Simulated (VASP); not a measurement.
Runs of VASP 6.6.1 on CuF. The structure is hexagonal, space group P6_3/mmc (No. 194). Conventional cell: a = 2.763 Å, b = 2.763 Å, c = 6.402 Å, α = 90.00°, β = 90.00°, γ = 120.00°. Within 3.0 Å of Cu (site symmetry -3m) lie 6 F at 2.26 Å and 6 Cu at 2.76 Å. Within 3.0 Å of F (site symmetry -6m2) lie 6 Cu at 2.26 Å and 6 F at 2.76 Å. 

| level | k mesh | smearing | grid for exact exchange (PRECFOCK) | share of exact exchange | gap on the mesh (eV) | pressure (GPa) |
| --- | --- | --- | --- | --- | --- | --- |
| PBE | 4 × 4 × 4 | fermi-dirac 0.02 eV | - | - | none | 6.2 |
| PBE+D3(BJ) | 9 × 9 × 4 | fermi-dirac 0.02 eV | - | - | none | (a) |
| PBE | 9 × 9 × 4 | fermi-dirac 0.001 eV | - | - | none | 6.2 |
| PBE | 9 × 9 × 4 | gaussian 0.05 eV | - | - | none | 6.2 |
| PBE+D4 | 9 × 9 × 4 | fermi-dirac 0.02 eV | - | - | none | 3.0 |
| PBE | 9 × 9 × 4 | fermi-dirac 0.02 eV | - | - | none | 6.2 |
| PBE-based global hybrid | 6 × 6 × 2 | fermi-dirac 0.02 eV | Normal | 0.05 | none | 5.1 |
| PBE | 9 × 9 × 4 | methfessel-paxton 0.5 eV | - | - | none | 5.4 |

Alike in all rows: task single point; potentials or basis VASP PAW PBE potentials, release 64 (Cu, F); no spin polarisation; cell as given; cutoff (eV) 520.

Question: Estimate the missing entries.

Answer: (a) 2.3.

Caveats: some runs use coarse meshes; semilocal functionals often make such compounds metallic where correlation or magnetic order opens a gap, which also shifts bond lengths; pairwise dispersion overbinds metals, which lowers pressure and volume (some runs); the PAW data sets were made with another functional, which shifts forces and pressure a little (some runs).

A gap of «none» marks levels without a gap at the run's occupations.
